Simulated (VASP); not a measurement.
## HfSiO4 (Hafnon): single point with RPBE

Crystal: HfSiO4 (Hafnon).

```
Hf Si O
1.0
    -3.35019    3.35019    3.02302
     3.35019   -3.35019    3.02302
     3.35019    3.35019   -3.02302
Hf Si O
2 2 8
Cartesian
  0.0000 0.0000 0.0000
  0.0000 3.3502 1.5115
  0.0000 0.0000 3.0230
  3.3502 0.0000 1.5115
  2.1194 3.3502 1.0943
  3.3502 -1.2308 2.6058
  1.2308 0.0000 4.1173
  3.3502 1.2308 2.6058
  2.1194 0.0000 0.4172
  0.0000 1.2308 1.9287
  4.5810 0.0000 0.4172
  3.3502 2.1194 -1.0943
```

| Quantity | Value |
| --- | --- |
| Program | VASP 6.6.1 |
| Task | single point |
| Functional | RPBE |
| Potentials or basis | VASP PAW PBE potentials, release 64 (Hf_pv, Si, O) |
| Cutoff | 520 eV |
| k mesh | 6 × 6 × 6 |
| Occupations | fermi-dirac, width 0.05 eV |
| Spin | no spin polarisation |

| Item | Value |
| --- | --- |
| Pressure | -1.8 GPa |
| Largest force | 0.133 eV/Å |
| Band gap on the k mesh | 5.22 eV, indirect (least direct gap 5.51 eV) |

Forces on the atoms (eV/Å):
```
Hf   0.000  0.000  0.000
Hf   0.000  0.000  0.000
Si   0.000  0.000  0.000
Si   0.000  0.000  0.000
O   -0.090  0.000  0.099
O    0.000 -0.090  0.099
O    0.090  0.000  0.099
O    0.000  0.090  0.099
O   -0.090  0.000 -0.099
O    0.000  0.090 -0.099
O    0.090  0.000 -0.099
O    0.000 -0.090 -0.099
```

Stress tensor (GPa, compression positive):
```
-1.86  0.00  0.00
 0.00 -1.86  0.00
 0.00  0.00 -1.74
```

Levels at points of the mesh, in eV from the valence-band top:
| k point | band 34 | band 35 | band 36 | band 37 | band 38 | band 39 | band 40 | band 41 | band 42 | band 43 |
| --- | --- | --- | --- | --- | --- | --- | --- | --- | --- | --- |
| (0.00, 0.00, 0.00) | -0.71 | -0.61 | -0.61 | -0.51 | 0.00 | 5.51 | 5.82 | 5.93 | 5.93 | 5.96 |
| (0.50, 0.00, 0.00) | -1.09 | -0.94 | -0.77 | -0.23 | -0.22 | 5.42 | 5.59 | 6.28 | 6.42 | 6.54 |
| (0.50, 0.50, 0.00) | -0.95 | -0.86 | -0.86 | -0.55 | -0.55 | 5.24 | 5.24 | 6.24 | 6.24 | 6.27 |
| (0.50, 0.50, 0.50) | -1.25 | -1.04 | -1.04 | -0.90 | -0.90 | 5.95 | 5.95 | 6.24 | 6.24 | 6.39 |

It took 4 min on 1 thread of Intel(R) Xeon(R) Platinum 8259CL CPU @ 2.50GHz (Skylake/Cascade Lake), on a shared host, peak memory 0.35 GiB.

Caveat: the PAW data sets were made with another functional, which shifts forces and pressure a little; spin-orbit coupling is left out, which moves the levels of the heavy elements. A k mesh can miss the band edges.
